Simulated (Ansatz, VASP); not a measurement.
# One calculation of BaTiO3, two programs

```
Ba Ti O
1.0
     3.99980    0.00000    0.00000
     0.00000    3.99980    0.00000
     0.00000    0.00000    4.01800
Ba Ti O
1 1 3
Cartesian
  0.0000 0.0000 0.0000
  1.9999 1.9999 2.0090
  1.9999 1.9999 0.0000
  1.9999 0.0000 2.0090
  0.0000 1.9999 2.0090
```

Alike in both runs: task single point; functional PBEsol; k mesh 4 × 4 × 4; occupations gaussian, width 0.1 eV; collinear spin.

|  | VASP | Ansatz |
| --- | --- | --- |
| version | VASP 6.6.1 | Ansatz 0.2.0 |
| potentials or method | VASP PAW PBE potentials, release 64 (Ba_sv, Ti_sv, O), cutoff 600 eV | scalar-relativistic, plane waves, PAW |
| valence electrons in the cell | 40 | 40 |

|  | VASP | Ansatz | Ansatz less VASP |
| --- | --- | --- | --- |
| gap on the k mesh at the Fermi level (eV) | 1.67 | 1.73 | +0.065 |
| least direct gap on the mesh (eV) | 1.82 | 1.85 | +0.026 |
| pressure (GPa) | -2.9 | -4.5 | -1.66 |
| traceless stress, the component that is largest in VASP (GPa) | -0.57 | -0.55 | +0.018 |
| net moment per atom (μB) | 0.00 | 0.00 | 0.000 |

VASP's potentials were made for PBE, not for PBEsol. With one functional, cell and mesh, what is left measures potentials, basis and numerics. Ansatz's warnings: seeded moment not kept.

Neither program's run includes spin-orbit coupling.
